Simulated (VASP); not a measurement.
# Pd (P6_3/mmc) in VASP: further runs

Runs on Pd. Level: PBE. Tasks: single point.

All numbers are computed with VASP 6.6.1; they aren't measurements. Logs are shortened: lines on timing, memory, paths and dates and some standing lists are left out, and cuts for length are marked.

## (1) The cell of the first run

It takes space group P6_3/mmc (No. 194, hexagonal). The conventional cell has a = 2.942 Å, b = 2.942 Å, c = 4.891 Å, α = 90.00°, β = 90.00°, γ = 120.00°. Within 3.9 Å of Pd (site symmetry -6m2) lie 12 Pd at 2.94 to 2.98 Å.

This isn't the form of Pd at room conditions, which is fcc.

## (2) Single point, PBE (18.33 Å³/atom)

The input, INCAR:

```
PREC = Accurate
ENCUT = 520
EDIFF = 1E-6
ISMEAR = -1
SIGMA = 0.05
LREAL = False
LASPH = True
NELM = 80
ALGO = Normal
ISIF = 2
LWAVE = False
LCHARG = False
GGA = PE
NBANDS = 17
```

The input, KPOINTS:

```
regular mesh
0
Gamma
  14 14 7
```

The input, POSCAR:

```
Pd
1.0
    2.9415595524      0.0000000000      0.0000000000
   -1.4707797762      2.5474652992      0.0000000000
    0.0000000000      0.0000000000      4.8914521673
Pd
2
Direct
    0.6666666667      0.3333333333      0.7500000000
    0.3333333333      0.6666666667      0.2500000000
```

Potentials or basis: VASP PAW PBE potentials, release 64 (Pd).

Started as:

```
$ cat potpaw_PBE.64/Pd/POTCAR > POTCAR
$ mpirun -np 1 vasp_std > vasp.out
```

OUTCAR:

```text
PREC = Accurate
   ENCUT = 520
   EDIFF = 1E-6
   ISMEAR = -1
   LREAL = False
   LASPH = True
   NELM = 80
   ISIF = 2
   GGA = PE

 ion  position               nearest neighbor table
   1  0.667  0.333  0.750-   2 2.98   2 2.98   2 2.98   2 2.98   2 2.98   2 2.98
   2  0.333  0.667  0.250-   1 2.98   1 2.98   1 2.98   1 2.98   1 2.98   1 2.98

  LATTYP: Found a hexagonal cell.
 ALAT       =     2.9415595524
 C/A-ratio  =     1.6628771508

  Lattice vectors:

 A1 = (   2.9415595524,   0.0000000000,   0.0000000000)
 A2 = (  -1.4707797762,   2.5474652992,   0.0000000000)
 A3 = (   0.0000000000,   0.0000000000,   4.8914521673)

Analysis of symmetry for initial positions (statically):
=====================================================================
 Subroutine PRICEL returns:
 Original cell was already a primitive cell.

 Routine SETGRP: Setting up the symmetry group for a
 hexagonal supercell.

 Subroutine GETGRP returns: Found 24 space group operations
 (whereof 12 operations were pure point group operations)
 out of a pool of 24 trial point group operations.

The static configuration has the point symmetry D_3d.
 The point group associated with its full space group is D_6h.

Analysis of symmetry for dynamics (positions and initial velocities):
=====================================================================
 Subroutine PRICEL returns:
 Original cell was already a primitive cell.

 Routine SETGRP: Setting up the symmetry group for a
 hexagonal supercell.

 Subroutine GETGRP returns: Found 24 space group operations
 (whereof 12 operations were pure point group operations)
 out of a pool of 24 trial point group operations.

The dynamic configuration has the point symmetry D_3d.
 The point group associated with its full space group is D_6h.

 Subroutine INISYM returns: Found 24 space group operations
 (whereof 12 operations are pure point group operations),
 and found     1 'primitive' translations

----------------------------------------------------------------------------------------

                                     Primitive cell

  volume of cell :      36.6542

  direct lattice vectors                    reciprocal lattice vectors
     2.941559552  0.000000000  0.000000000     0.339955722  0.196273527  0.000000000
    -1.470779776  2.547465299  0.000000000     0.000000000  0.392547055  0.000000000
     0.000000000  0.000000000  4.891452167     0.000000000  0.000000000  0.204438266

  length of vectors
     2.941559552  2.941559552  4.891452167     0.392547055  0.392547055  0.204438266

  position of ions in fractional coordinates (direct lattice)
     0.666666667  0.333333333  0.750000000
     0.333333333  0.666666667  0.250000000

  ion indices of the primitive-cell ions
   primitive index   ion index
                 1           1
                 2           2

----------------------------------------------------------------------------------------

 KPOINTS: regular mesh

Automatic generation of k-mesh.
 Grid dimensions read from file:
 generate k-points for:   14   14    7

 Generating k-lattice:

  Cartesian coordinates                     Fractional coordinates (reciprocal lattice)
     0.024282552  0.014019538  0.000000000     0.071428571  0.000000000  0.000000000
     0.000000000  0.028039075  0.000000000     0.000000000  0.071428571  0.000000000
     0.000000000  0.000000000  0.029205467     0.000000000  0.000000000  0.142857143

  Length of vectors
     0.028039075  0.028039075  0.029205467

  Shift w.r.t. Gamma in fractional coordinates (k-lattice)
     0.000000000  0.000000000  0.000000000

 Subroutine IBZKPT returns following result:
 ===========================================

 Found     96 irreducible k-points:

 Following reciprocal coordinates:
            Coordinates               Weight
  0.000000  0.000000  0.000000      1.000000
  0.071429 -0.000000  0.000000      6.000000
  0.142857 -0.000000  0.000000      6.000000
  0.214286  0.000000  0.000000      6.000000
  0.285714 -0.000000  0.000000      6.000000
  0.357143  0.000000  0.000000      6.000000
[... 16 lines left out ...]
  0.285714  0.285714  0.000000      6.000000
  0.357143  0.285714  0.000000      6.000000
 [... further k-points ...]
   k-points           NKPTS =     96   k-points in BZ     NKDIM =     96   number of bands    NBANDS=     17
   number of dos      NEDOS =    301   number of ions     NIONS =      2
   total plane-waves  NPLWV =  20736
   dimension x,y,z NGX =    24 NGY =   24 NGZ =   36
   dimension x,y,z NGXF=    48 NGYF=   48 NGZF=   72
   ions per type =               2
   NGX,Y,Z   is equivalent  to a cutoff of  13.56, 13.56, 12.24 a.u.
   NGXF,Y,Z  is equivalent  to a cutoff of  27.13, 27.13, 24.47 a.u.
 SYSTEM =  unknown system
   PREC   = accura    normal or accurate (medium, high low for compatibility)
   ISTART =      0    job   : 0-new  1-cont  2-samecut
   ICHARG =      2    charge: 1-file 2-atom 10-const
   ISPIN  =      1    spin polarized calculation?
   LNONCOLLINEAR =      F non collinear calculations
   LSORBIT =      F    spin-orbit coupling
   LASPH  =      T    aspherical Exc in radial PAW
   ENCUT  =  520.0 eV  38.22 Ry    6.18 a.u.   5.47  5.47  9.09*2*pi/ulx,y,z
   NELM   =     80;   NELMIN=  2; NELMDL= -5     # of ELM steps
   EDIFF  = 0.1E-05   stopping-criterion for ELM
   LREAL  =      F    real-space projection
   EDIFFG = 0.1E-04   stopping-criterion for IOM
   NSW    =      0    number of steps for IOM
   IBRION =     -1    ionic relax: 0-MD 1-quasi-New 2-CG
   NFREE  =      0    steps in history (QN), initial steepest desc. (CG)
   ISIF   =      2    stress and relaxation
   ISYM   =      2    0-nonsym 1-usesym 2-fastsym
   POTIM  = 0.5000    time-step for ionic-motion
   TEBEG  =    0.0;   TEEND  =   0.0 temperature during run
   PSTRESS=    0.0 pullay stress
   NELECT =      20.0000    total number of electrons
   NUPDOWN=      -1.0000    fix difference up-down
   EMIN   =  10.00;   EMAX   =-10.00  energy-range for DOS
   EFERMI =   0.00;   METHOD = LEGACY
   ISMEAR =    -1;   SIGMA  =   0.05  broadening in eV -4-tet -1-fermi 0-gaus
   EFERMI_NEDOS =   21; number of points for ismear=-14 and -15
   IALGO  =     38    algorithm
   IMIX   =      4    mixing-type and parameters
     AMIX     =   0.40;   BMIX     =  1.00
     AMIX_MAG =   1.60;   BMIX_MAG =  1.00
  volume/ion in A,a.u.               =      18.33       123.68
  Fermi-wavevector in a.u.,A,eV,Ry     =   1.337756  2.527992 24.348867  1.789591
  Thomas-Fermi vector in A             =   2.466280
   LORBIT       =      0    0 simple, 1 ext, 2 COOP (PROOUT), +10 PAW based schemes
   GGA     = PE    functional components
   LHFCALC =     F    Hartree Fock is set to
   AEXX    =    0.0000 exact exchange contribution
   IVDW    =     0    specifies the selected vdW correction
   LEPSILON=     F    determine dielectric tensor
   LRPA    =     F    only Hartree local field effects (RPA)
 non-spin polarized calculation
  energy-cutoff  :      520.00
  volume of cell :       36.65
 maximum number of plane-waves:      1020
 NGX is ok and might be reduce to    24
   NGX = 11   NGY = 11   NGZ = 19

 number of electron      20.0000002 magnetization

 Free energy of the ion-electron system (eV)
  ---------------------------------------------------
  ext. energy  EPLUGINS =         0.00000000
  ---------------------------------------------------
  free energy    TOTEN  =        -9.98988459 eV

  energy without entropy =       -9.93253281  energy(sigma->0) =       -9.96120870

 E-fermi :   6.5412     XC(G=0): -11.8706

 val. band max:        6.5388974468   @ k =   0.4286   0.0000   0.4286
 cond. band min:       6.5423494855   @ k =   0.2857   0.1429   0.2857
 fundamental gap:      0.0034520386
 Fermi energy:         6.5411862907

 k-point     1 :       0.0000    0.0000    0.0000
  band No.  band energies     occupation
      1       0.9439      2.00000
      2       2.7083      2.00000
      3       4.4755      2.00000
      4       4.6179      2.00000
      5       4.6179      2.00000
      6       4.8615      2.00000
[... 9 lines left out ...]
     16      25.3102      0.00000
     17      26.2348      0.00000

 k-point     2 :       0.0714   -0.0000    0.0000
  band No.  band energies     occupation
      1       1.0830      2.00000
      2       2.8013      2.00000
      3       4.4013      2.00000
      4       4.6821      2.00000
      5       4.6987      2.00000
      6       4.8257      2.00000
[... 9 lines left out ...]
     16      24.7848      0.00000
     17      25.2576      0.00000

 k-point     3 :       0.1429   -0.0000    0.0000
  band No.  band energies     occupation
      1       1.4825      2.00000
      2       3.0398      2.00000
      3       4.2548      2.00000
      4       4.6874      2.00000
      5       4.8981      2.00000
      6       4.9280      2.00000
[... 9 lines left out ...]
     16      24.0691      0.00000
     17      25.1742      0.00000

 k-point     4 :       0.2143    0.0000    0.0000
  band No.  band energies     occupation
      1       2.0726      2.00000
      2       3.2602      2.00000
      3       4.1882      2.00000
      4       4.3913      2.00000
      5       4.5935      2.00000
      6       5.0249      2.00000
[... 9 lines left out ...]
     16      24.0349      0.00000
     17      24.1815      0.00000
[... 343 lines left out ...]
      1       3.3440      2.00000
      2       3.4684      2.00000
      3       3.6390      2.00000
      4       4.4692      2.00000
      5       4.5324      2.00000
      6       4.7138      2.00000
[... 9 lines left out ...]
     16      18.4238      0.00000
     17      19.2079      0.00000

 k-point    23 :       0.2857    0.2857    0.0000
  band No.  band energies     occupation
      1       3.3710      2.00000
      2       3.6774      2.00000
      3       3.8055      2.00000
      4       4.2389      2.00000
      5       4.4353      2.00000
      6       4.7030      2.00000
[... 9 lines left out ...]
     16      19.7386      0.00000
     17      19.7699      0.00000

 k-point    24 :       0.3571    0.2857    0.0000
  band No.  band energies     occupation
      1       3.3512      2.00000
      2       3.7596      2.00000
      3       3.8060      2.00000
      4       4.2573      2.00000
      5       4.4849      2.00000
      6       4.5938      2.00000
[... 9 lines left out ...]
     16      18.3795      0.00000
     17      18.7831      0.00000

 [... further k-points ...]

------------------------ aborting loop because EDIFF is reached ----------------------------------------

  FORCE on cell =-STRESS in cart. coord.  units (eV):
  Direction    XX          YY          ZZ          XY          YZ          ZX
  --------------------------------------------------------------------------------------
  -------------------------------------------------------------------------------------
  Total       -4.1084997     -4.1084997     -3.9867942      0.0000000      0.0000000     -0.0000000
  in kB     -179.5850210   -179.5850210   -174.2651976      0.0000000      0.0000000     -0.0000000
  external PRESSURE =    -177.8117466 kB  Pullay stress =       0.0000000 kB

 VOLUME and BASIS-vectors are now :
 -----------------------------------------------------------------------------
  energy-cutoff  :      520.00
  volume of cell :       36.65
      direct lattice vectors                 reciprocal lattice vectors
     2.941559552  0.000000000  0.000000000     0.339955722  0.196273527  0.000000000
    -1.470779776  2.547465299  0.000000000     0.000000000  0.392547055  0.000000000
     0.000000000  0.000000000  4.891452167     0.000000000  0.000000000  0.204438266

 POSITION                                       TOTAL-FORCE (eV/Angst)
 -----------------------------------------------------------------------------------
      1.47078      0.84916      3.66859         0.000000      0.000000      0.000000
     -0.00000      1.69831      1.22286        -0.000000     -0.000000      0.000000
 -----------------------------------------------------------------------------------
    total drift:                               -0.000000      0.000000     -0.000000

  FREE ENERGIE OF THE ION-ELECTRON SYSTEM (eV)
  ---------------------------------------------------
  free  energy   TOTEN  =        -9.9898845905 eV

  energy  without entropy=       -9.9325328102  energy(sigma->0) =       -9.96120870
```

Wall time 49 s (1 thread of Intel Xeon 8259CL, shared host); peak memory 0.19 GiB.

Results:

```
Free energy            : -9.9899 eV
Pressure               : -17.8 GPa
Band gap on the k mesh : zero (bands 10 and 11 overlap by 0.55 eV)
```

Stress tensor (GPa, compression positive):
```
-17.96   0.00   0.00
  0.00 -17.96   0.00
  0.00   0.00 -17.43
```

Caveat: the cell stands under tension.

## (3) Single point, PBE, collinear spin (11.18 Å³/atom)

This run uses another cell than the first one, of 11.18 Å³/atom.

The input, INCAR:

```
SYSTEM = Pd
  ALGO = Normal
  EDIFF = 1E-6
  ENCUT = 520
  GGA = PE
  ISIF = 2
  ISMEAR = -1
  ISPIN = 2
  LASPH = .TRUE.
  LCHARG = .TRUE.
  LELF = .TRUE.
  LMAXMIX = 4
  LORBIT = 11
  LREAL = .FALSE.
  LVHAR = .TRUE.
  LWAVE = .FALSE.
  MAGMOM = 0.6 0.6
  NBANDS = 21
  NELM = 150
  PREC = Accurate
  SIGMA = 0.05
```

The input, KPOINTS:

```
k-points
0
G
  14 14 7
  0 0 0
```

The input, POSCAR:

```
Pd
1.0
    2.4949459498      0.0000000000      0.0000000000
   -1.2474729749      2.1606865736      0.0000000000
    0.0000000000      0.0000000000      4.1487886123
Pd
2
Direct
    0.6666666667      0.3333333333      0.7500000000
    0.3333333333      0.6666666667      0.2500000000
```

Potentials or basis: VASP PAW PBE potentials, release 64 (Pd).

Started as:

```
$ cat potpaw_PBE.64/Pd/POTCAR > POTCAR
$ mpirun -np 1 vasp_std > vasp.out
```

Run time: 98 s. Hardware: 1 thread of Intel Xeon 8259CL, shared host; peak memory 0.19 GiB.

The run converged. Its results:

```
Free energy            : -8.0427 eV
Pressure               : 124.9 GPa
Band gap on the k mesh : zero (filled and empty bands overlap)
Net moment             : 0.00 μB per cell
```

Stress tensor (GPa, compression positive):
```
124.78   0.00   0.00
  0.00 124.78   0.00
  0.00   0.00 125.08
```

Levels at points of the mesh, in eV from the Fermi level:
Spin up:
| k point | band 6 | band 7 | band 8 | band 9 | band 10 | band 11 | band 12 | band 13 | band 14 | band 15 |
| --- | --- | --- | --- | --- | --- | --- | --- | --- | --- | --- |
| (0.00, 0.00, 0.00) | -3.74 | -3.74 | -2.67 | -2.67 | -0.41 | -0.41 | 0.20 | 9.59 | 16.99 | 18.96 |
| (0.50, 0.00, 0.00) | -3.37 | -2.90 | 0.05 | 0.09 | 0.37 | 3.25 | 5.87 | 11.75 | 11.91 | 14.96 |
Spin down:
```tsv
k point	band 7	band 8	band 9	band 10	band 11	band 12	band 13	band 14
(0.00, 0.00, 0.00)	-3.74	-2.67	-2.67	-0.40	-0.40	0.20	9.59	16.99
(0.50, 0.00, 0.00)	-2.90	0.05	0.09	0.37	3.25	5.87	11.75	11.91
```

Caveat: the cell stands under pressure.
